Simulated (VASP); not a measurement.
# F (C2/c) in VASP: further runs

Runs on F. Level: r2SCAN. Tasks: single point.

Program: VASP 6.6.1. These are calculated values, not measurements. Logs are shortened: lines on timing, memory, paths and dates and some standing lists are left out, and cuts for length are marked.

**1. The cell of the first run**

The structure is monoclinic, space group C2/c (No. 15). The conventional cell has a = 4.904 Å, b = 3.218 Å, c = 6.358 Å, α = 90.00°, β = 90.15°, γ = 90.00°. Within 1.8 Å of F (site symmetry 1) lie 1 F at 1.34 Å.

**2. Single point, r2SCAN (12.54 Å³/atom)**

Contents of POSCAR:

```
F
1.0
    2.4373831964     -1.6092389450      0.2656879894
    2.4373831964      1.6092389450      0.2656879894
   -0.6727132322      0.0000000000      6.3223835475
F
4
Direct
    0.9075218338      0.5919918657      0.0946097114
    0.4080081343      0.0924781662      0.4053902886
    0.0924781662      0.4080081343      0.9053902886
    0.5919918657      0.9075218338      0.5946097114
```

Contents of INCAR.step1:

```
PREC     = Accurate       # precision mode
ENCUT    = 520            # plane-wave cutoff, eV
ISMEAR   = -1             # smearing method
SIGMA    = 0.05           # smearing width, eV
LREAL    = False          # projectors in reciprocal space
LASPH    = True           # aspherical terms in the spheres
NELM     = 60             # most SCF steps
NBANDS   = 22             # bands
GGA      = PE             # functional
ALGO     = Normal         # electronic algorithm
EDIFF    = 1E-4           # SCF threshold, eV
LWAVE    = True           # write WAVECAR
LCHARG   = False          # write CHGCAR
```

Contents of INCAR.step2:

```
PREC     = Accurate       # precision mode
ENCUT    = 520            # plane-wave cutoff, eV
EDIFF    = 1E-6           # SCF threshold, eV
ISMEAR   = -1             # smearing method
SIGMA    = 0.05           # smearing width, eV
LREAL    = False          # projectors in reciprocal space
LASPH    = True           # aspherical terms in the spheres
NELM     = 60             # most SCF steps
ALGO     = Normal         # electronic algorithm
ISIF     = 2              # what is computed and relaxed
LWAVE    = False          # write WAVECAR
LCHARG   = False          # write CHGCAR
METAGGA  = R2SCAN         # meta-GGA
LMIXTAU  = True         
NBANDS   = 22             # bands
ISTART   = 1
```

Contents of KPOINTS:

```
Automatic mesh
0
Gamma
  10 10 4
```

Potentials or basis: VASP PAW PBE potentials, release 64 (F).

Run with:

```bash
$ cat potpaw_PBE.64/F/POTCAR > POTCAR
$ cp INCAR.step1 INCAR
$ mpirun -np 1 vasp_std > vasp.out
$ cp INCAR.step2 INCAR
$ mpirun -np 1 vasp_std > vasp.out
```

OUTCAR:

```text
PREC = Accurate
   ENCUT = 520
   EDIFF = 1E-6
   ISMEAR = -1
   LREAL = False
   LASPH = True
   NELM = 60
   ISIF = 2
   METAGGA = R2SCAN
   ISTART = 1

 ion  position               nearest neighbor table
   1  0.908  0.592  0.095-   3 1.34
   2  0.408  0.092  0.405-   4 1.34
   3  0.092  0.408  0.905-   1 1.34
   4  0.592  0.908  0.595-   2 1.34

  LATTYP: Found a base centered monoclinic cell.
 ALAT       =     4.9036423009
 B/A-ratio  =     0.6563443442
 C/A-ratio  =     1.2966018715
 COS(beta)  =    -0.0025737262

  Lattice vectors:

 A1 = (  -2.4373831964,   1.6092389450,  -0.2656879894)
 A2 = (  -2.4373831964,  -1.6092389450,  -0.2656879894)
 A3 = (  -0.6727132322,   0.0000000000,   6.3223835475)

Analysis of symmetry for initial positions (statically):
=====================================================================
 Subroutine PRICEL returns:
 Original cell was already a primitive cell.

 Routine SETGRP: Setting up the symmetry group for a
 base centered monoclinic supercell.

 Subroutine GETGRP returns: Found  4 space group operations
 (whereof  2 operations were pure point group operations)
 out of a pool of  4 trial point group operations.

The static configuration has the point symmetry S_2 .
 The point group associated with its full space group is C_2h.

Analysis of symmetry for dynamics (positions and initial velocities):
=====================================================================
 Subroutine PRICEL returns:
 Original cell was already a primitive cell.

 Routine SETGRP: Setting up the symmetry group for a
 base centered monoclinic supercell.

 Subroutine GETGRP returns: Found  4 space group operations
 (whereof  2 operations were pure point group operations)
 out of a pool of  4 trial point group operations.

The dynamic configuration has the point symmetry S_2 .
 The point group associated with its full space group is C_2h.

 Subroutine INISYM returns: Found  4 space group operations
 (whereof  2 operations are pure point group operations),
 and found     1 'primitive' translations

----------------------------------------------------------------------------------------

                                     Primitive cell

  volume of cell :      50.1722

  direct lattice vectors                    reciprocal lattice vectors
     2.437383196 -1.609238945  0.265687989     0.202786046 -0.310705878  0.021576808
     2.437383196  1.609238945  0.265687989     0.202786046  0.310705878  0.021576808
    -0.672713232  0.000000000  6.322383548    -0.017043514  0.000000000  0.156354735

  length of vectors
     2.932759270  2.932759270  6.358071784     0.371652905  0.371652905  0.157280909

  position of ions in fractional coordinates (direct lattice)
     0.907521834  0.591991866  0.094609711
     0.408008134  0.092478166  0.405390289
     0.092478166  0.408008134  0.905390289
     0.591991866  0.907521834  0.594609711

  ion indices of the primitive-cell ions
   primitive index   ion index
                 1           1
                 2           2
                 3           3
                 4           4

----------------------------------------------------------------------------------------

 KPOINTS: Automatic mesh

Automatic generation of k-mesh.
 Grid dimensions read from file:
 generate k-points for:   10   10    4

 Generating k-lattice:

  Cartesian coordinates                     Fractional coordinates (reciprocal lattice)
     0.020278605 -0.031070588  0.002157681     0.100000000 -0.000000000  0.000000000
     0.020278605  0.031070588  0.002157681    -0.000000000  0.100000000  0.000000000
    -0.004260879  0.000000000  0.039088684     0.000000000  0.000000000  0.250000000

  Length of vectors
     0.037165291  0.037165291  0.039320227

  Shift w.r.t. Gamma in fractional coordinates (k-lattice)
     0.000000000  0.000000000  0.000000000

 Subroutine IBZKPT returns following result:
 ===========================================

 Found    117 irreducible k-points:

 Following reciprocal coordinates:
            Coordinates               Weight
  0.000000  0.000000  0.000000      1.000000
  0.100000 -0.000000  0.000000      4.000000
  0.200000 -0.000000  0.000000      4.000000
  0.300000  0.000000 -0.000000      4.000000
  0.400000 -0.000000 -0.000000      4.000000
  0.500000  0.000000  0.000000      2.000000
[... 16 lines left out ...]
  0.300000  0.300000  0.000000      2.000000
  0.400000  0.300000  0.000000      4.000000
 [... further k-points ...]
   k-points           NKPTS =    117   k-points in BZ     NKDIM =    117   number of bands    NBANDS=     22
   number of dos      NEDOS =    301   number of ions     NIONS =      4
   total plane-waves  NPLWV =  27648
   dimension x,y,z NGX =    24 NGY =   24 NGZ =   48
   dimension x,y,z NGXF=    48 NGYF=   48 NGZF=   96
   ions per type =               4
   NGX,Y,Z   is equivalent  to a cutoff of  13.60, 13.60, 12.55 a.u.
[... 76 lines left out ...]
      1     -31.9322      2.00000
      2     -31.7574      2.00000
      3     -24.0391      2.00000
      4     -23.4646      2.00000
      5     -11.6655      2.00000
      6     -10.5344      2.00000
[... 14 lines left out ...]
     21      18.0636      0.00000
     22      18.8953      0.00000

 k-point     3 :       0.2000   -0.0000    0.0000
  band No.  band energies     occupation
      1     -31.8787      2.00000
      2     -31.7291      2.00000
      3     -23.9857      2.00000
      4     -23.4981      2.00000
      5     -11.6152      2.00000
      6     -10.6135      2.00000
[... 14 lines left out ...]
     21      16.9737      0.00000
     22      18.2763      0.00000

 k-point     4 :       0.3000    0.0000   -0.0000
  band No.  band energies     occupation
      1     -31.8074      2.00000
      2     -31.6976      2.00000
      3     -23.9068      2.00000
      4     -23.5540      2.00000
      5     -11.5244      2.00000
      6     -10.7544      2.00000
[... 14 lines left out ...]
     21      16.3027      0.00000
     22      16.6050      0.00000

 k-point     5 :       0.4000   -0.0000   -0.0000
  band No.  band energies     occupation
      1     -31.7393      2.00000
      2     -31.6814      2.00000
      3     -23.8138      2.00000
      4     -23.6289      2.00000
      5     -11.3819      2.00000
      6     -10.9570      2.00000
[... 14 lines left out ...]
     21      14.9285      0.00000
     22      15.2000      0.00000

 k-point     6 :       0.5000    0.0000    0.0000
  band No.  band energies     occupation
      1     -31.6944      2.00000
      2     -31.6943      2.00000
      3     -23.7184      2.00000
      4     -23.7181      2.00000
      5     -11.1844      2.00000
      6     -11.1841      2.00000
[... 14 lines left out ...]
     21      13.8866      0.00000
     22      13.8940      0.00000

 k-point     7 :       0.1000    0.1000    0.0000
  band No.  band energies     occupation
      1     -31.9304      2.00000
      2     -31.7511      2.00000
      3     -24.0374      2.00000
      4     -23.4487      2.00000
      5     -11.6597      2.00000
      6     -10.5172      2.00000
[... 324 lines left out ...]
      6     -11.0843      2.00000
[... 14 lines left out ...]
     21      14.1822      0.00000
     22      14.9962      0.00000

 k-point    21 :      -0.3000    0.2000    0.0000
  band No.  band energies     occupation
      1     -31.7068      2.00000
      2     -31.6820      2.00000
      3     -23.7581      2.00000
      4     -23.6762      2.00000
      5     -11.2949      2.00000
      6     -11.0329      2.00000
[... 14 lines left out ...]
     21      15.2794      0.00000
     22      15.9239      0.00000

 k-point    22 :      -0.2000    0.2000    0.0000
  band No.  band energies     occupation
      1     -31.7715      2.00000
      2     -31.6958      2.00000
      3     -23.8569      2.00000
      4     -23.6129      2.00000
      5     -11.4586      2.00000
      6     -10.8662      2.00000
[... 14 lines left out ...]
     21      16.5419      0.00000
     22      16.7709      0.00000

 k-point    23 :       0.3000    0.3000    0.0000
  band No.  band energies     occupation
      1     -31.7989      2.00000
      2     -31.6469      2.00000
      3     -23.9131      2.00000
      4     -23.4213      2.00000
      5     -11.5049      2.00000
      6     -10.5637      2.00000
[... 14 lines left out ...]
     21      16.2510      0.00000
     22      17.1503      0.00000

 k-point    24 :       0.4000    0.3000    0.0000
  band No.  band energies     occupation
      1     -31.7587      2.00000
      2     -31.6214      2.00000
      3     -23.8733      2.00000
      4     -23.4318      2.00000
      5     -11.4448      2.00000
      6     -10.6060      2.00000
[... 14 lines left out ...]
     21      15.4132      0.00000
     22      16.6984      0.00000

 [... further k-points ...]

------------------------ aborting loop because EDIFF is reached ----------------------------------------

  FORCE on cell =-STRESS in cart. coord.  units (eV):
  Direction    XX          YY          ZZ          XY          YZ          ZX
  --------------------------------------------------------------------------------------
  -------------------------------------------------------------------------------------
  Total        0.1609292      1.9695152      7.5589917      0.0000000      0.0000000     -0.8119790
  in kB        5.1390405     62.8936242    241.3854817      0.0000000      0.0000000    -25.9293769
  external PRESSURE =     103.1393821 kB  Pullay stress =       0.0000000 kB

 VOLUME and BASIS-vectors are now :
 -----------------------------------------------------------------------------
  energy-cutoff  :      520.00
  volume of cell :       50.17
      direct lattice vectors                 reciprocal lattice vectors
     2.437383196 -1.609238945  0.265687989     0.202786046 -0.310705878  0.021576808
     2.437383196  1.609238945  0.265687989     0.202786046  0.310705878  0.021576808
    -0.672713232  0.000000000  6.322383548    -0.017043514  0.000000000  0.156354735

 POSITION                                       TOTAL-FORCE (eV/Angst)
 -----------------------------------------------------------------------------------
      3.59124     -0.50776      0.99656        -0.326100      1.517112      3.010540
      0.94717     -0.50776      2.69601         0.326100      1.517112     -3.010540
      0.61081      0.50776      5.85720         0.326100     -1.517112     -3.010540
      3.25489      0.50776      4.15775        -0.326100     -1.517112      3.010540
 -----------------------------------------------------------------------------------
    total drift:                               -0.000000     -0.000000     -0.000000

  FREE ENERGIE OF THE ION-ELECTRON SYSTEM (eV)
  ---------------------------------------------------
  free  energy   TOTEN  =       -12.2177723083 eV

  energy  without entropy=      -12.2177723083  energy(sigma->0) =      -12.21777231
```

It took 4.9 min on 1 thread of AMD EPYC 9R45 (Zen 5), shared host; peak memory 0.19 GiB.

What came out:

```yaml
Free_energy: -12.2178 eV
Pressure: 10.3 GPa
Largest_force: 3.387 eV/Å
Band_gap_on_the_k_mesh: 4.56 eV
```

Forces on the atoms (eV/Å):
```
F   -0.326  1.517  3.011
F    0.326  1.517 -3.011
F    0.326 -1.517 -3.011
F   -0.326 -1.517  3.011
```

Caveat: the stress differs along the axes, from 1 to 24 GPa; the PAW data sets were made with another functional, which shifts forces and pressure a little.

**3. Single point, r2SCAN (13.11 Å³/atom)**

This run uses another cell than the first one, of 13.11 Å³/atom.

Contents of POSCAR:

```
F
1.0
    2.4737674142     -1.6332609783      0.2696540665
    2.4737674142      1.6332609783      0.2696540665
   -0.6827552087      0.0000000000      6.4167613952
F
4
Direct
    0.9075218338      0.5919918657      0.0946097114
    0.4080081343      0.0924781662      0.4053902886
    0.0924781662      0.4080081343      0.9053902886
    0.5919918657      0.9075218338      0.5946097114
```

Contents of INCAR.step1:

```
SYSTEM = F
PREC     = Accurate       ! precision mode
ENCUT    = 520            ! plane-wave cutoff, eV
ISMEAR   = -1             ! smearing method
SIGMA    = 0.05           ! smearing width, eV
LREAL    = .False.        ! projectors in reciprocal space
LASPH    = .True.         ! aspherical terms in the spheres
NELM     = 80             ! most SCF steps
NBANDS   = 22             ! bands
GGA      = PE             ! functional
ALGO     = Normal         ! electronic algorithm
EDIFF    = 1E-4           ! SCF threshold, eV
LWAVE    = .True.         ! write WAVECAR
LCHARG   = .False.        ! write CHGCAR
```

Contents of INCAR.step2:

```
SYSTEM = F
PREC     = Accurate       ! precision mode
ENCUT    = 520            ! plane-wave cutoff, eV
EDIFF    = 1E-6           ! SCF threshold, eV
ISMEAR   = -1             ! smearing method
SIGMA    = 0.05           ! smearing width, eV
LREAL    = .False.        ! projectors in reciprocal space
LASPH    = .True.         ! aspherical terms in the spheres
NELM     = 80             ! most SCF steps
ALGO     = Normal         ! electronic algorithm
ISIF     = 2              ! what is computed and relaxed
LWAVE    = .False.        ! write WAVECAR
LCHARG   = .True.         ! write CHGCAR
METAGGA  = R2SCAN         ! meta-GGA
LMIXTAU  = .True.       
LELF     = .True.         ! ELF
LVHAR    = .True.       
NBANDS   = 22             ! bands
ISTART   = 1
```

Contents of KPOINTS:

```
regular mesh
0
Gamma
  10 10 4
  0 0 0
```

Potentials or basis: VASP PAW PBE potentials, release 64 (F).

Run with:

```bash
$ cat potpaw_PBE.64/F/POTCAR > POTCAR
$ cp INCAR.step1 INCAR
$ mpirun -np 1 vasp_std > vasp.out
$ cp INCAR.step2 INCAR
$ mpirun -np 1 vasp_std > vasp.out
```

Run time: 4.7 min. Hardware: 1 thread of AMD EPYC 9R45 (Zen 5), shared host; peak memory 0.19 GiB.

It converged, with:

```yaml
Free_energy: -12.3468 eV
Pressure: 6.5 GPa
Largest_force: 2.315 eV/Å
Band_gap_on_the_k_mesh: 4.30 eV
```

Forces on the atoms (eV/Å):
```
F   -0.223  1.034  2.059
F    0.223  1.034 -2.059
F    0.223 -1.034 -2.059
F   -0.223 -1.034  2.059
```

Stress tensor (GPa, compression positive):
```
 0.01  0.00 -1.71
 0.00  3.79  0.00
-1.71  0.00 15.60
```

Levels at points of the mesh, in eV from the valence-band top:
| k point | band 12 | band 13 | band 14 | band 15 | band 16 | band 17 |
| --- | --- | --- | --- | --- | --- | --- |
| (0.00, 0.00, 0.00) | -0.17 | -0.03 | 0.00 | 4.30 | 5.46 | 10.77 |
| (0.50, 0.00, 0.00) | -0.50 | -0.09 | -0.09 | 5.00 | 5.00 | 15.63 |
| (0.50, 0.50, 0.00) | -0.64 | -0.21 | -0.19 | 4.67 | 5.34 | 15.97 |
| (0.00, 0.00, 0.50) | -0.35 | -0.01 | -0.01 | 4.84 | 4.84 | 11.78 |
| (0.50, 0.00, 0.50) | -0.44 | -0.05 | -0.04 | 4.96 | 4.97 | 15.97 |
| (0.50, 0.50, 0.50) | -0.53 | -0.44 | -0.44 | 4.99 | 4.99 | 16.48 |

Caveat: the stress differs along the axes, from 0 to 16 GPa; the PAW data sets were made with another functional, which shifts forces and pressure a little. A k mesh can miss the band edges.

**4. Single point, r2SCAN (13.68 Å³/atom)**

This run uses another cell than the first one, of 13.68 Å³/atom.

Contents of POSCAR:

```
F
1.0
    2.5091117238     -1.6565964308      0.2735067879
    2.5091117238      1.6565964308      0.2735067879
   -0.6925101725      0.0000000000      6.5084418016
F
4
Direct
    0.9075218338      0.5919918657      0.0946097114
    0.4080081343      0.0924781662      0.4053902886
    0.0924781662      0.4080081343      0.9053902886
    0.5919918657      0.9075218338      0.5946097114
```

Contents of INCAR.step1:

```
SYSTEM = F
  PREC = Accurate
  ENCUT = 520
  ISMEAR = -1
  SIGMA = 0.05
  LREAL = .False.
  LASPH = .True.
  NELM = 60
  NBANDS = 22
  GGA = PE
  ALGO = Normal
  EDIFF = 1E-4
  LWAVE = .True.
  LCHARG = .False.
```

Contents of INCAR.step2:

```
SYSTEM = F
  PREC = Accurate
  ENCUT = 520
  EDIFF = 1E-7
  ISMEAR = -1
  SIGMA = 0.05
  LREAL = .False.
  LASPH = .True.
  NELM = 60
  ALGO = Normal
  ISIF = 2
  LWAVE = .False.
  LCHARG = .False.
  METAGGA = R2SCAN
  LMIXTAU = .True.
  NBANDS = 22
  ISTART = 1
```

Contents of KPOINTS:

```
Automatic mesh
0
Gamma
  10 10 4
  0 0 0
```

Run with:

```bash
$ cat potpaw_PBE.64/F/POTCAR > POTCAR
$ cp INCAR.step1 INCAR
$ mpirun -np 1 vasp_std > vasp.out
$ cp INCAR.step2 INCAR
$ mpirun -np 1 vasp_std > vasp.out
```

Wall time 5.3 min (1 thread of AMD EPYC 9R45 (Zen 5), shared host); peak memory 0.2 GiB.

Results (log left out):

| Item | Value |
| --- | --- |
| Free energy | -12.4259 eV |
| Pressure | 3.4 GPa |
| Largest force | 1.387 eV/Å |
| Band gap on the k mesh | 4.07 eV |

Forces in eV/Å, atoms in the order of the input:
```
F   -0.134  0.617  1.236
F    0.134  0.617 -1.236
F    0.134 -0.617 -1.236
F   -0.134 -0.617  1.236
```

Stress tensor (GPa, compression positive):
```
-0.36  0.00 -0.99
 0.00  1.80  0.00
-0.99  0.00  8.63
```

Levels at points of the mesh, in eV from the valence-band top:
| k point | band 11 | band 12 | band 13 | band 14 | band 15 | band 16 | band 17 | band 18 |
| --- | --- | --- | --- | --- | --- | --- | --- | --- |
| (0.00, 0.00, 0.00) | -0.44 | -0.16 | -0.03 | 0.00 | 4.07 | 5.15 | 10.68 | 13.26 |
| (0.50, 0.00, 0.00) | -0.46 | -0.46 | -0.08 | -0.08 | 4.72 | 4.72 | 15.47 | 15.47 |
| (0.50, 0.50, 0.00) | -0.83 | -0.59 | -0.19 | -0.17 | 4.41 | 5.04 | 15.81 | 16.41 |
| (0.00, 0.00, 0.50) | -0.33 | -0.33 | -0.01 | -0.01 | 4.58 | 4.58 | 11.67 | 11.67 |
| (0.50, 0.00, 0.50) | -0.41 | -0.41 | -0.05 | -0.04 | 4.69 | 4.69 | 15.84 | 15.85 |
| (0.50, 0.50, 0.50) | -0.49 | -0.49 | -0.41 | -0.41 | 4.72 | 4.72 | 16.30 | 16.30 |

Caveat: the stress differs along the axes, from -0 to 9 GPa; the PAW data sets were made with another functional, which shifts forces and pressure a little.

**5. Summary**

| cell | gap on the mesh (eV) | pressure (GPa) | largest force (eV/Å) |
| --- | --- | --- | --- |
| a = 2.933, b = 2.933, c = 6.358 Å, angles 89.9, 89.9, 66.6°, 4 atoms | 4.56 | 10.3 | 3.39 |
| a = 2.977, b = 2.977, c = 6.453 Å, angles 89.9, 89.9, 66.6°, 4 atoms | 4.30 | 6.5 | 2.32 |
| a = 3.019, b = 3.019, c = 6.545 Å, angles 89.9, 89.9, 66.6°, 4 atoms | 4.07 | 3.4 | 1.39 |

Alike in all rows: task single point; level r2SCAN; potentials or basis VASP PAW PBE potentials, release 64 (F); no spin polarisation; k mesh 10 × 10 × 4; cutoff (eV) 520; smearing fermi-dirac 0.05 eV.

Caveats: the PAW data sets were made with another functional, which shifts forces and pressure a little; the stress differs along the axes, from 1 to 24 GPa (at least some runs); the stress differs along the axes, from 0 to 16 GPa (at least some runs); the stress differs along the axes, from -0 to 9 GPa (at least some runs).

Total energies depend on the potentials used, so only differences within one code and one set of settings carry meaning.
